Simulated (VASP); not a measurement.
Runs of VASP 6.6.1 on AlO2. The structure is that of space group P6_422 (No. 181), or close to it. The cells are those of the table. 

```csv
task,cell,k mesh,cutoff (eV),gap on the mesh (eV),pressure (GPa),largest force (eV/Å)
single point,"a = 6.061, b = 6.061, c = 2.875 Å, angles 90.0, 90.0, 120.0°, 9 atoms",3 × 3 × 6,520,none,-0.2,-
relaxation of cell and atoms,"relaxed from a = 6.061, b = 6.061, c = 2.875 Å, angles 90.0, 90.0, 120.0°, 9 atoms",3 × 3 × 6,600,none,-0.5,-
single point,"a = 6.055, b = 6.055, c = 2.881 Å, angles 90.0, 90.0, 120.0°, 9 atoms",6 × 6 × 14,520,none,-0.2,0.01
single point,"a = 6.061, b = 6.061, c = 2.875 Å, angles 90.0, 90.0, 120.0°, 9 atoms",6 × 6 × 4,520,none,(a),0.01
single point,"a = 4.018, b = 4.018, c = 5.601 Å, angles 90.0, 90.0, 120.0°, 9 atoms",6 × 6 × 4,520,none,-10.6,1.60
```

Alike in all rows: level PBE; potentials or basis VASP PAW PBE potentials, release 64 (Al, O); no spin polarisation; smearing gaussian 0.1 eV.

Fill in the values left out.

(a) -0.1.

Caveats: some runs use coarse meshes; an odd number of electrons without spin polarisation forces a metal; a magnetic or distorted state may lie lower; the relaxation stopped at its first step, so nothing moved (some runs).

A gap of «none» marks levels without a gap at the run's occupations.
